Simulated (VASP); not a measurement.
Here is a VASP 6.6.1 calculation.

File INCAR:

```
SYSTEM = Be4InCu
ALGO = Normal ; EDIFF = 1E-6
ENCUT = 520 ; GGA = PE
ISIF = 2 ; ISMEAR = 1
LASPH = .TRUE. ; LCHARG = .TRUE.
LELF = .TRUE. ; LREAL = .FALSE.
LVHAR = .TRUE. ; LWAVE = .FALSE.
NBANDS = 25 ; NELM = 100
PREC = Accurate ; SIGMA = 0.15
```

The input KPOINTS:

```
k-points
0
G
  6 6 6
  0 0 0
```

The input POSCAR:

```
Be4InCu
1.0
    0.0000000000      3.2443778268      3.2443778268
    3.2443778268      0.0000000000      3.2443778268
    3.2443778268      3.2443778268      0.0000000000
Be In Cu
4 1 1
Direct
    0.3763000000      0.3763000000      0.3763000000
    0.8711000000      0.3763000000      0.3763000000
    0.3763000000      0.3763000000      0.8711000000
    0.3763000000      0.8711000000      0.3763000000
    0.0000000000      0.0000000000      0.0000000000
    0.7500000000      0.7500000000      0.7500000000
```

Potentials or basis: VASP PAW PBE potentials, release 64 (Be, In_d, Cu).

Launch:

```console
$ cat potpaw_PBE.64/Be/POTCAR potpaw_PBE.64/In_d/POTCAR potpaw_PBE.64/Cu/POTCAR > POTCAR
$ mpirun -np 1 vasp_std > vasp.out
```

**Question.** What does it give for the pressure?

**Answer.** -4.3 GPa.

**Question.** Predict the largest force.

**Answer.** 0.040 eV/Å.

Forces on the atoms (eV/Å):
```
Be   0.023  0.023  0.023
Be   0.023 -0.023 -0.023
Be  -0.023 -0.023  0.023
Be  -0.023  0.023 -0.023
In   0.000  0.000  0.000
Cu   0.000  0.000  0.000
```

Caveat: the cell stands under tension.
